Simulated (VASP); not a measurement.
# AlGa3N4 (Cmm2) in VASP: further runs, part 2 of 2

VASP 6.6.1. Earlier steps stand in the parts before.

### 3 Single point, r2SCAN

This run uses another cell than the first one, of 13.62 Å³/atom, 1.048 times its volume.

Contents of POSCAR:

```
AlGa3N4
1.0
    0.0000000000     -4.4653444451      0.0000000000
    0.0000000000      0.0000000000     -4.4653444451
   10.9306888901      0.0000000000      0.0000000000
Al Ga N
2 6 8
Direct
    0.0000000000      0.0000000000      0.6649389829
    0.0000000000      0.0000000000      0.2564245251
    0.5000000000      0.0000000000      0.0521672963
    0.5000000000      0.0000000000      0.4606817540
    0.0000000000      0.5000000000      0.0521672963
    0.0000000000      0.5000000000      0.4606817540
    0.5000000000      0.5000000000      0.6649389829
    0.5000000000      0.5000000000      0.2564245251
    0.2446489449      0.7553510551      0.1564818940
    0.2446489449      0.7553510551      0.5649963518
    0.7553510551      0.2446489449      0.1564818940
    0.7553510551      0.2446489449      0.5649963518
    0.2446489449      0.2446489449      0.7648816140
    0.2446489449      0.2446489449      0.3563671563
    0.7553510551      0.7553510551      0.7648816140
    0.7553510551      0.7553510551      0.3563671563
```

Contents of INCAR.step1:

```
ALGO = Normal
EDIFF = 1E-4
ENCUT = 520
GGA = PE
ISMEAR = 0
LASPH = T
LCHARG = F
LREAL = Auto
LWAVE = T
NBANDS = 76
NELM = 80
PREC = Accurate
SIGMA = 0.05
```

Contents of INCAR.step2:

```
ALGO = Normal
EDIFF = 1E-6
ENCUT = 520
ISIF = 2
ISMEAR = 0
ISTART = 1
LASPH = T
LCHARG = F
LMIXTAU = T
LREAL = Auto
LWAVE = F
METAGGA = R2SCAN
NBANDS = 76
NELM = 80
PREC = Accurate
SIGMA = 0.05
```

Contents of KPOINTS:

```
k-points
0
Gamma
  5 5 3
```

Potentials or basis: VASP PAW PBE potentials, release 64 (Al, Ga_d, N).

Started as:

```console
$ cat potpaw_PBE.64/Al/POTCAR potpaw_PBE.64/Ga_d/POTCAR potpaw_PBE.64/N/POTCAR > POTCAR
$ cp INCAR.step1 INCAR
$ mpirun -np 1 vasp_std > vasp.out
$ cp INCAR.step2 INCAR
$ mpirun -np 1 vasp_std > vasp.out
```

OUTCAR:

```text
EDIFF = 1E-6
   ENCUT = 520
   ISIF = 2
   ISMEAR = 0
   ISTART = 1
   LASPH = T
   LREAL = Auto
   METAGGA = R2SCAN
   NELM = 80
   PREC = Accurate

 ion  position               nearest neighbor table
   1  0.000  0.000  0.665-  10 1.89  12 1.89  13 1.89  15 1.89
   2  0.000  0.000  0.256-   9 1.89  11 1.89  14 1.89  16 1.89
   3  0.500  0.000  0.052-   9 1.95  11 1.95
   4  0.500  0.000  0.461-  14 1.95  16 1.95  10 1.95  12 1.95
   5  0.000  0.500  0.052-   9 1.95  11 1.95
   6  0.000  0.500  0.461-  14 1.95  16 1.95  10 1.95  12 1.95
   7  0.500  0.500  0.665-  10 1.95  12 1.95  13 1.95  15 1.95
   8  0.500  0.500  0.256-   9 1.95  11 1.95  14 1.95  16 1.95
   9  0.245  0.755  0.156-   2 1.89   3 1.95   5 1.95   8 1.95
  10  0.245  0.755  0.565-   1 1.89   4 1.95   6 1.95   7 1.95
  11  0.755  0.245  0.156-   2 1.89   3 1.95   5 1.95   8 1.95
  12  0.755  0.245  0.565-   1 1.89   4 1.95   6 1.95   7 1.95
  13  0.245  0.245  0.765-   1 1.89   7 1.95
  14  0.245  0.245  0.356-   2 1.89   4 1.95   6 1.95   8 1.95
  15  0.755  0.755  0.765-   1 1.89   7 1.95
  16  0.755  0.755  0.356-   2 1.89   4 1.95   6 1.95   8 1.95

  LATTYP: Found a simple tetragonal cell.
 ALAT       =     4.4653444451
 C/A-ratio  =     2.4478937794

  Lattice vectors:

 A1 = (   0.0000000000,  -4.4653444451,   0.0000000000)
 A2 = (   0.0000000000,   0.0000000000,  -4.4653444451)
 A3 = (  10.9306888901,   0.0000000000,   0.0000000000)

Analysis of symmetry for initial positions (statically):
=====================================================================
 Subroutine PRICEL returns:
 Original cell was already a primitive cell.

 Routine SETGRP: Setting up the symmetry group for a
 simple tetragonal supercell.

 Subroutine GETGRP returns: Found  4 space group operations
 (whereof  4 operations were pure point group operations)
 out of a pool of 16 trial point group operations.

[... 157 lines left out ...]
  Fermi-wavevector in a.u.,A,eV,Ry     =   1.356531  2.563471 25.037102  1.840175
  Thomas-Fermi vector in A             =   2.483526
   LORBIT       =      0    0 simple, 1 ext, 2 COOP (PROOUT), +10 PAW based schemes
   METAGGA = R2SCAN    functional components
   LHFCALC =     F    Hartree Fock is set to
   AEXX    =    0.0000 exact exchange contribution
   IVDW    =     0    specifies the selected vdW correction
   LEPSILON=     F    determine dielectric tensor
   LRPA    =     F    only Hartree local field effects (RPA)
 non-spin polarized calculation
 Gauss-broadening in eV      SIGMA  =   0.05
  energy-cutoff  :      520.00
  volume of cell :      217.95
 maximum number of plane-waves:      5892
 NGX is ok and might be reduce to    36
   NGX = 17   NGY = 17   NGZ = 41

 number of electron     123.9999961 magnetization

 Free energy of the ion-electron system (eV)
  ---------------------------------------------------
  ext. energy  EPLUGINS =         0.00000000
  ---------------------------------------------------
  free energy    TOTEN  =      -158.47837217 eV

  energy without entropy =     -158.46677954  energy(sigma->0) =     -158.47257586

 E-fermi :   4.0975     XC(G=0): -11.1071

 val. band max:        4.0916920895   @ k =   0.4000   0.0000   0.0000
 cond. band min:       4.1114602309   @ k =  -0.2000   0.2000   0.3333
 fundamental gap:      0.0197681414
 Fermi energy:         4.0975163281

 k-point     1 :       0.0000    0.0000    0.0000
  band No.  band energies     occupation
      1     -13.7949      2.00000
      2     -12.9590      2.00000
      3     -12.9418      2.00000
      4     -12.3626      2.00000
      5     -12.3014      2.00000
      6     -11.8030      2.00000
[... 1375 lines left out ...]
     73      11.0592      0.00000
     74      11.2409      0.00000
 [bands above 74 left out]

------------------------ aborting loop because EDIFF is reached ----------------------------------------

  FORCE on cell =-STRESS in cart. coord.  units (eV):
  Direction    XX          YY          ZZ          XY          YZ          ZX
  --------------------------------------------------------------------------------------
  -------------------------------------------------------------------------------------
  Total       -4.6471898     -0.9137545     -0.9137545      0.0000000      3.0325190      0.0000000
  in kB      -34.1620190     -6.7171128     -6.7171128      0.0000000     22.2923910      0.0000000
  external PRESSURE =     -15.8654149 kB  Pullay stress =       0.0000000 kB

 VOLUME and BASIS-vectors are now :
 -----------------------------------------------------------------------------
  energy-cutoff  :      520.00
  volume of cell :      217.95
      direct lattice vectors                 reciprocal lattice vectors
     0.000000000 -4.465344445  0.000000000     0.000000000 -0.223946890  0.000000000
     0.000000000  0.000000000 -4.465344445     0.000000000  0.000000000 -0.223946890
    10.930688890  0.000000000  0.000000000     0.091485542  0.000000000  0.000000000

 POSITION                                       TOTAL-FORCE (eV/Angst)
 -----------------------------------------------------------------------------------
      7.26824      0.00000      0.00000         1.673066     -0.000000     -0.000000
      2.80290      0.00000      0.00000         0.727466     -0.000000     -0.000000
      0.57022     -2.23267      0.00000        -1.127230     -0.000000     -0.000000
      5.03557     -2.23267      0.00000         0.730365     -0.000000     -0.000000
      0.57022      0.00000     -2.23267        -1.127230     -0.000000     -0.000000
      5.03557      0.00000     -2.23267         0.730365     -0.000000     -0.000000
[... 8 lines left out ...]
      8.36068     -3.37290     -3.37290        -0.566600      0.171217      0.171217
      3.89534     -3.37290     -3.37290        -0.763441     -0.052232     -0.052232
 -----------------------------------------------------------------------------------
    total drift:                                0.012887     -0.000000     -0.000000

  FREE ENERGIE OF THE ION-ELECTRON SYSTEM (eV)
  ---------------------------------------------------
  free  energy   TOTEN  =      -158.4783721725 eV

  energy  without entropy=     -158.4667795390  energy(sigma->0) =     -158.47257586
```

OUTCAR.step1:

```text
EDIFF = 1E-4
   ENCUT = 520
   GGA = PE
   ISMEAR = 0
[... 1648 lines left out ...]
      0.57022      0.00000     -2.23267        -1.335519     -0.000000      0.000000
      5.03557      0.00000     -2.23267         0.688360     -0.000000      0.000000
[... 8 lines left out ...]
      8.36068     -3.37290     -3.37290        -0.321090      0.152302      0.152302
      3.89534     -3.37290     -3.37290        -0.720453     -0.061030     -0.061030
 -----------------------------------------------------------------------------------
    total drift:                                0.009398     -0.000000     -0.000000

  FREE ENERGIE OF THE ION-ELECTRON SYSTEM (eV)
  ---------------------------------------------------
  free  energy   TOTEN  =       -92.5738014394 eV

  energy  without entropy=      -92.5571443721  energy(sigma->0) =      -92.56547291
```

OSZICAR.step1:

```text
N       E                     dE             d eps       ncg     rms          rms(c)
DAV:   1     0.163340203962E+04    0.16334E+04   -0.53392E+04  3096   0.263E+03
DAV:   2     0.308738482292E+03   -0.13247E+04   -0.12532E+04  2800   0.776E+02
DAV:   3    -0.658628500300E+02   -0.37460E+03   -0.35540E+03  3492   0.256E+02
DAV:   4    -0.109638634194E+03   -0.43776E+02   -0.42992E+02  3392   0.897E+01
DAV:   5    -0.112581674608E+03   -0.29430E+01   -0.29313E+01  3976   0.239E+01    0.241E+01
DAV:   6    -0.989561715856E+02    0.13626E+02   -0.22579E+02  4744   0.103E+02    0.169E+01
DAV:   7    -0.929450681818E+02    0.60111E+01   -0.72137E+01  3744   0.309E+01    0.731E+00
DAV:   8    -0.926567433831E+02    0.28832E+00   -0.93351E+00  3100   0.189E+01    0.529E+00
DAV:   9    -0.925890374981E+02    0.67706E-01   -0.14322E+00  3904   0.864E+00    0.184E+00
DAV:  10    -0.925790124509E+02    0.10025E-01   -0.41008E-01  4136   0.565E+00    0.977E-01
DAV:  11    -0.925733130613E+02    0.56994E-02   -0.73013E-02  3400   0.175E+00    0.570E-01
DAV:  12    -0.925735161355E+02   -0.20307E-03   -0.21619E-02  3624   0.932E-01    0.310E-01
DAV:  13    -0.925742429074E+02   -0.72677E-03   -0.20584E-02  3448   0.710E-01    0.189E-01
DAV:  14    -0.925738004340E+02    0.44247E-03   -0.78626E-03  3720   0.382E-01    0.658E-02
DAV:  15    -0.925738014394E+02   -0.10054E-05   -0.83851E-04  2616   0.148E-01
   1 F= -.92573801E+02 E0= -.92565473E+02  d E =-.166571E-01
```

Run time: 34 min. Hardware: 1 thread of Intel Xeon Platinum 8259CL at 2.50GHz (Skylake/Cascade Lake), shared host; peak memory 0.45 GiB.

What came out:

- Free energy: -158.4784 eV
- Pressure: -1.6 GPa
- Largest force: 2.125 eV/Å
- Band gap on the k mesh: zero (band 62 reaches 4.11 eV, above the bottom of band 63 at 4.04 eV)

Forces on the atoms (eV/Å):
```
Al   1.673  0.000  0.000
Al   0.727  0.000  0.000
Ga  -1.127  0.000  0.000
Ga   0.730  0.000  0.000
Ga  -1.127  0.000  0.000
Ga   0.730  0.000  0.000
Ga   2.125  0.000  0.000
Ga   0.766  0.000  0.000
N   -0.036  0.139 -0.139
N   -0.882  0.061 -0.061
N   -0.036 -0.139  0.139
N   -0.882 -0.061  0.061
N   -0.567 -0.171 -0.171
N   -0.763  0.052  0.052
N   -0.567  0.171  0.171
N   -0.763 -0.052 -0.052
```

Stress tensor (GPa, compression positive):
```
-3.42  0.00  0.00
 0.00 -0.67  2.23
 0.00  2.23 -0.67
```

Levels at points of the mesh, in eV from the Fermi level:
| k point | band 60 | band 61 | band 62 | band 63 | band 64 | band 65 |
| --- | --- | --- | --- | --- | --- | --- |
| (0.00, 0.00, 0.00) | -0.96 | -0.83 | -0.53 | -0.06 | 0.69 | 1.42 |

Caveat: the PAW data sets were made with another functional, which shifts forces and pressure a little.

### 4 Single point, r2SCAN

This run uses another cell than the first one, of 14.87 Å³/atom, 1.144 times its volume.

Contents of POSCAR:

```
AlGa3N4
1.0
    0.0000000000     -4.4653444451      0.0000000000
    0.0000000000      0.0000000000     -4.4653444451
   11.9306888901      0.0000000000      0.0000000000
Al Ga N
2 6 8
Direct
    0.0000000000      0.0000000000      0.6092054885
    0.0000000000      0.0000000000      0.2349316736
    0.5000000000      0.0000000000      0.0477947662
    0.5000000000      0.0000000000      0.4220685810
    0.0000000000      0.5000000000      0.0477947662
    0.0000000000      0.5000000000      0.4220685810
    0.5000000000      0.5000000000      0.6092054885
    0.5000000000      0.5000000000      0.2349316736
    0.2446489449      0.7553510551      0.1433659796
    0.2446489449      0.7553510551      0.5176397945
    0.7553510551      0.2446489449      0.1433659796
    0.7553510551      0.2446489449      0.5176397945
    0.2446489449      0.2446489449      0.7007711824
    0.2446489449      0.2446489449      0.3264973676
    0.7553510551      0.7553510551      0.7007711824
    0.7553510551      0.7553510551      0.3264973676
```

Contents of INCAR.step1:

```
SYSTEM = AlGa3N4
ALGO = Normal ; EDIFF = 1E-4
ENCUT = 520 ; GGA = PE
ISMEAR = 0 ; LASPH = .TRUE.
LCHARG = .FALSE. ; LREAL = Auto
LWAVE = .TRUE. ; NBANDS = 76
NELM = 80 ; PREC = Accurate
SIGMA = 0.05
```

Contents of INCAR.step2:

```
SYSTEM = AlGa3N4
ALGO = Normal ; EDIFF = 1E-7
ENCUT = 520 ; ISIF = 2
ISMEAR = 0 ; ISTART = 1
LASPH = .TRUE. ; LCHARG = .FALSE.
LMIXTAU = .TRUE. ; LREAL = Auto
LWAVE = .FALSE. ; METAGGA = R2SCAN
NBANDS = 76 ; NELM = 80
PREC = Accurate ; SIGMA = 0.05
```

Contents of KPOINTS:

```
k-points
0
G
  5 5 3
  0 0 0
```

Started as:

```console
$ cat potpaw_PBE.64/Al/POTCAR potpaw_PBE.64/Ga_d/POTCAR potpaw_PBE.64/N/POTCAR > POTCAR
$ cp INCAR.step1 INCAR
$ mpirun -np 1 vasp_std > vasp.out
$ cp INCAR.step2 INCAR
$ mpirun -np 1 vasp_std > vasp.out
```

Wall time 23 min (1 thread of AMD EPYC 9R45 (Zen 5), shared host); peak memory 0.45 GiB.

Results (log left out):

| Property | Result |
| --- | --- |
| Free energy | -157.7555 eV |
| Pressure | -0.9 GPa |
| Largest force | 2.167 eV/Å |
| Band gap on the k mesh | 0.04 eV, direct |

Forces in eV/Å, atoms in the order of the input:
```
Al   1.607  0.000  0.000
Al   0.656  0.000  0.000
Ga  -0.828  0.000  0.000
Ga   0.686  0.000  0.000
Ga  -0.828  0.000  0.000
Ga   0.686  0.000  0.000
Ga   2.167  0.000  0.000
Ga   0.655  0.000  0.000
N    0.279  0.181 -0.181
N   -0.809  0.101 -0.101
N    0.279 -0.181  0.181
N   -0.809 -0.101  0.101
N   -1.232 -0.169 -0.169
N   -0.639  0.054  0.054
N   -1.232  0.169  0.169
N   -0.639 -0.054 -0.054
```

Stress tensor (GPa, compression positive):
```
-0.92  0.00  0.00
 0.00 -0.92  2.07
 0.00  2.07 -0.92
```

Levels at points of the mesh, in eV from the valence-band top:
```tsv
k point	band 59	band 60	band 61	band 62	band 63	band 64	band 65	band 66
(0.00, 0.00, 0.00)	-0.65	-0.58	-0.49	-0.19	0.21	1.00	1.65	2.79
```

Caveat: the PAW data sets were made with another functional, which shifts forces and pressure a little. A k mesh can miss the band edges.

### 5 Summary

| cell | gap on the mesh (eV) | pressure (GPa) | largest force (eV/Å) |
| --- | --- | --- | --- |
| a = 4.465, b = 4.465, c = 10.431 Å, 16 atoms | none | -3.0 | 2.21 |
| a = 4.465, b = 4.465, c = 10.931 Å, 16 atoms | none | -1.6 | 2.12 |
| a = 4.465, b = 4.465, c = 11.931 Å, 16 atoms | 0.04 | -0.9 | 2.17 |

Alike in all rows: task single point; level r2SCAN; potentials or basis VASP PAW PBE potentials, release 64 (Al, Ga_d, N); no spin polarisation; k mesh 5 × 5 × 3; cutoff (eV) 520; smearing gaussian 0.05 eV.

Caveats: the PAW data sets were made with another functional, which shifts forces and pressure a little.

Absolute energies hang on the potentials; compare differences alone.
